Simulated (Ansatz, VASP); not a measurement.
**SnO2: VASP beside Ansatz**

```
Sn O
1.0
     3.47001    0.00000    0.00000
     0.00000    3.47001    0.00000
     0.00000    0.00000    5.14525
Sn O
1 2
Direct
  0.00000 0.00000 0.00000
  0.50000 0.50000 0.14773
  0.50000 0.50000 0.85227
```

Alike in both runs: functional PBE; k mesh 10 × 10 × 8; occupations gaussian, width 0.02 eV; no spin polarisation.

Ansatz relaxed the structure, and its values are those at the end. VASP's run is a single point on that final structure, the one shown.

|  | VASP | Ansatz |
| --- | --- | --- |
| version | VASP 6.6.1 | Ansatz 0.2.0 |
| potentials or method | VASP PAW PBE potentials, release 64 (Sn_d, O_h), cutoff 1340 eV | scalar-relativistic, plane waves, PAW |
| valence electrons in the cell | 26 | 26 |

Ansatz gave:

```
gap on the k mesh at the Fermi level (eV) : 0.65
least direct gap on the mesh (eV)         : 1.35
pressure (GPa)                            : 0.0
rms of the force components (eV/Å)        : 0.001
```

Q: Which values does VASP return?

A: gap on the k mesh at the Fermi level (eV): 0.65; least direct gap on the mesh (eV): 1.35; pressure (GPa): 0.0; rms of the force components (eV/Å): 0.015.
